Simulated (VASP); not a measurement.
## SiGe3: single point with r2SCAN

Crystal: SiGe3.

```
Si Ge
1.0
     1.98389    1.14540    6.46719
    -1.98389    1.14540    6.46719
     0.00000   -2.29080    6.46719
Si Ge
1 3
Direct
  0.99967 0.97110 0.03442
  0.50340 0.52756 0.46087
  0.36588 0.38787 0.37190
  0.88079 0.84569 0.90387
```

```
Program             : VASP 6.6.1
Task                : single point
Functional          : r2SCAN
Potentials or basis : VASP PAW PBE potentials, release 64 (Si, Ge_d)
Cutoff              : 520 eV
k mesh              : 4 × 4 × 4
Occupations         : fermi-dirac, width 0.146 eV
Spin                : no spin polarisation
```

```yaml
Pressure: 1.9 GPa
Largest_force: 2.712 eV/Å
Band_gap_on_the_k_mesh: zero (band 23 reaches 5.67 eV, above the bottom of band 24 at 5.49 eV)
```

Forces in eV/Å, atoms in the order of the input:
```
Si  -1.422  1.367 -0.426
Ge   0.601 -2.594  0.515
Ge   1.426 -1.323 -0.555
Ge  -0.605  2.550  0.466
```

Stress tensor (GPa, compression positive):
```
 0.16 -0.32  1.03
-0.32  3.62  1.78
 1.03  1.78  1.88
```

Levels at points of the mesh, in eV from the Fermi level:
```tsv
k point	band 21	band 22	band 23	band 24	band 25	band 26
(0.00, 0.00, 0.00)	-0.65	-0.36	0.19	0.30	0.79	1.72
(0.50, 0.00, 0.00)	-4.41	-3.06	-2.51	0.81	1.19	4.08
(0.00, 0.50, 0.00)	-4.03	-2.99	-2.86	0.98	1.30	3.83
(0.00, 0.00, 0.50)	-4.06	-3.27	-2.48	0.71	1.87	3.86
(0.50, 0.50, 0.00)	-3.71	-2.11	-1.69	0.15	0.51	0.70
(0.50, 0.00, 0.50)	-3.66	-2.18	-1.78	0.02	0.52	0.75
(0.00, 0.50, 0.50)	-3.63	-2.04	-1.59	0.18	0.22	0.53
(0.50, 0.50, 0.50)	-1.84	-1.01	-0.27	0.71	0.92	2.42
```

Run time: 11 min on 1 thread of Intel(R) Xeon(R) 6975P-C (Granite Rapids), with other jobs on the host, peak memory 0.44 GiB.

Caveat: the k points lie up to 0.46 Å⁻¹ apart; the PAW data sets were made with another functional, which shifts forces and pressure a little.
